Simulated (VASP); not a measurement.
PbCH3F, 6 atoms in the cell. The cell holds a molecule in a box, 6 atoms: a = 13.130 Å, b = 10.730 Å, c = 11.130 Å, α = 90.00°, β = 90.00°, γ = 90.00°. 

| Property | Result |
| --- | --- |
| Program | VASP 6.6.1 |
| Task | single point |
| Functional | PBE |
| Potentials or basis | VASP PAW PBE potentials, release 64 (Pb_d, C, H, F) |
| Cutoff | 520 eV |
| k mesh | 1 × 1 × 1 |
| Occupations | gaussian, width 0.01 eV |
| Spin | non-collinear spin, zero start, spin-orbit coupling |
| Starting moments | [[0.0, 0.0, 0.0], [0.0, 0.0, 0.0], [0.0, 0.0, 0.0], [0.0, 0.0, 0.0], [0.0, 0.0, 0.0], [0.0, 0.0, 0.0]] μB |
| Dipole correction | no |
| Further INCAR settings | ALGO = Normal; EDIFF = 1e-06; NBANDS = 44 |

Potentials or basis: VASP PAW PBE potentials, release 64 (Pb_d, C, H, F).

Run with:

```bash
$ cat potpaw_PBE.64/Pb_d/POTCAR potpaw_PBE.64/C/POTCAR potpaw_PBE.64/H/POTCAR potpaw_PBE.64/F/POTCAR > POTCAR
$ mpirun -np 1 vasp_ncl > vasp.out
```

Hardware: 1 thread of Oxide Virtual Turin-like Processor, on a shared host.

Problem. How long does it take, and how much memory?

Solution. Run time: 16 min on 1 thread of Oxide Virtual Turin-like Processor, with other jobs on the host, peak memory 3.6 GiB. Counts: scf iterations 27, k points 1.
